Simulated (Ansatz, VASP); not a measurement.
## One calculation of KTaO3, two programs

```
CELL_PARAMETERS angstrom
3.94842 0.00000 0.00000
0.00000 3.94842 0.00000
0.00000 0.00000 3.98830
ATOMIC_POSITIONS crystal
K 0.50000 0.50000 0.50000
Ta 0.00000 0.00000 0.00000
O 0.50000 0.00000 0.00000
O 0.00000 0.50000 0.00000
O 0.00000 0.00000 0.50000
```

Change from the starting cell: equal xx and yy strain of -1 %, crystal datasets.

Alike in both runs: task electric field gradients; functional LDA; k mesh 5 × 5 × 5; occupations fermi-dirac, width 0.01 eV; no spin polarisation.

|  | VASP | Ansatz |
| --- | --- | --- |
| version | VASP 6.6.1 | Ansatz 0.2.0 |
| potentials or method | VASP PAW LDA potentials, release 64 (K_sv, Ta_pv, O), cutoff 520 eV | all-electron PAW with datasets made for the crystal, scalar-relativistic |

```tsv
	VASP	Ansatz	Ansatz less VASP
gap on the k mesh at the Fermi level (eV)	2.17	2.23	+0.058
pressure (GPa)	-0.2	-1.5	-1.23
traceless stress, the component that is largest in VASP (GPa)	-2.68	-2.61	+0.067
size of Vzz on the site where it differs most (V/Å²)	57.7	55.2	-2.54
```

LDA's correlation is that of Perdew and Zunger in VASP and of Perdew and Wang (1992) in Ansatz. Ansatz ran all-electron here, and VASP with PAW potentials.

Neither program's run includes spin-orbit coupling.
